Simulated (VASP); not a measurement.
Here is a VASP 6.6.1 calculation.

Contents of POSCAR:

```
CaSe
1.0
    0.0000000000      2.9559985193      2.9559985193
    2.9559985193      0.0000000000      2.9559985193
    2.9559985193      2.9559985193      0.0000000000
Ca Se
1 1
Direct
    0.5000000000      0.5000000000      0.5000000000
    0.0000000000      0.0000000000      0.0000000000
```

Contents of INCAR.step1:

```
PREC     = Accurate       # precision mode
ENCUT    = 520            # plane-wave cutoff, eV
EDIFF    = 1E-5           # SCF threshold, eV
ISMEAR   = 0              # smearing method
SIGMA    = 0.05           # smearing width, eV
LREAL    = False          # projectors in reciprocal space
LASPH    = True           # aspherical terms in the spheres
NELM     = 100            # most SCF steps
ALGO     = Normal         # electronic algorithm
ISIF     = 2              # what is computed and relaxed
LWAVE    = True           # write WAVECAR
LCHARG   = False          # write CHGCAR
NBANDS   = 15             # bands
GGA      = PE             # functional
```

The input INCAR.step2:

```
PREC     = Accurate       # precision mode
ENCUT    = 520            # plane-wave cutoff, eV
EDIFF    = 1E-7           # SCF threshold, eV
ISMEAR   = 0              # smearing method
SIGMA    = 0.05           # smearing width, eV
LREAL    = False          # projectors in reciprocal space
LASPH    = True           # aspherical terms in the spheres
NELM     = 100            # most SCF steps
ALGO     = Normal         # electronic algorithm
ISIF     = 2              # what is computed and relaxed
LWAVE    = False          # write WAVECAR
LCHARG   = False          # write CHGCAR
GGA      = PE             # functional
LHFCALC  = True           # exact exchange
AEXX     = 0.5            # exact-exchange fraction
HFSCREEN = 0.20787        # screening, 1/A
PRECFOCK = Normal       
NBANDS   = 15             # bands
ISTART   = 1
```

File KPOINTS:

```
Automatic mesh
0
Gamma
  4 4 4
```

Potentials or basis: VASP PAW PBE potentials, release 64 (Ca_sv, Se).

The run is started by

```bash
$ cat potpaw_PBE.64/Ca_sv/POTCAR potpaw_PBE.64/Se/POTCAR > POTCAR
$ cp INCAR.step1 INCAR
$ mpirun -np 1 vasp_std > vasp.out
$ cp INCAR.step2 INCAR
$ mpirun -np 1 vasp_std > vasp.out
```

Predict the band gap on the k mesh.

3.99 eV (least direct gap 5.13 eV).

What does it give for the pressure?

0.4 GPa.

Caveat: the k points lie up to 0.46 Å⁻¹ apart; the PAW data sets were made with another functional, which shifts forces and pressure a little. A k mesh can miss the band edges.
